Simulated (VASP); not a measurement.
Crystal: Ag.

```
Ag
1.0
     0.00000    2.05218    2.05218
     2.05218    0.00000    2.05218
     2.05218    2.05218    0.00000
Ag
1
Direct
  0.00000 0.00000 0.00000
```

- Program: VASP 6.6.1
- Task: relaxation of cell and atoms
- Functional: PBE
- Potentials or basis: VASP PAW PBE potentials, release 64 (Ag)
- Cutoff: 600 eV
- k mesh: 18 × 18 × 18
- Occupations: gaussian, width 0.1 eV
- Spin: no spin polarisation

At the start: pressure 3.1 GPa; volume 17.29 Å³/atom.

Q: Where does the relaxation end?

A: Over 15 steps the energy falls by 4.6 meV/atom and the volume is 17.80 Å³/atom (+3.0 %); space group Fm-3m (No. 225, to 0.1 Å) before and after.

Step by step:
| step | energy change (eV) | largest force (eV/Å) | pressure (GPa) | volume (Å³) |
| --- | --- | --- | --- | --- |
| 1 | 0.0000 | 0.0000 | 3.08 | 17.29 |
| 2 | -0.0030 | 0.0000 | -1.97 | 18.13 |
| 3 | -0.0046 | 0.0000 | -0.12 | 17.80 |
| 4 | -0.0046 | 0.0000 | 0.11 | 17.78 |
| 5 | -0.0046 | 0.0000 | 0.06 | 17.79 |
| 6 | -0.0046 | 0.0000 | 0.06 | 17.79 |
| 7 | -0.0046 | 0.0000 | 0.06 | 17.80 |
| 8 | -0.0046 | 0.0000 | 0.05 | 17.80 |
| 9 | -0.0046 | 0.0000 | 0.05 | 17.80 |
| 10 | -0.0046 | 0.0000 | 0.06 | 17.80 |
| 11 | -0.0046 | 0.0000 | 0.06 | 17.80 |
| 12 | -0.0046 | 0.0000 | 0.05 | 17.80 |
| 13 | -0.0046 | 0.0000 | 0.05 | 17.80 |
| 14 | -0.0046 | 0.0000 | 0.05 | 17.80 |
| 15 | -0.0046 | 0.0000 | 0.03 | 17.80 |

Final structure:
```cif
data_structure
_symmetry_space_group_name_H-M 'P 1'
_symmetry_Int_Tables_number 1
_cell_length_a 2.9307
_cell_length_b 2.9307
_cell_length_c 2.9307
_cell_angle_alpha 60.000
_cell_angle_beta 60.000
_cell_angle_gamma 60.000
_cell_volume 17.80
loop_
_atom_site_label
_atom_site_type_symbol
_atom_site_fract_x
_atom_site_fract_y
_atom_site_fract_z
_atom_site_occupancy
Ag1 Ag 0.00000 0.00000 0.00000 1
```
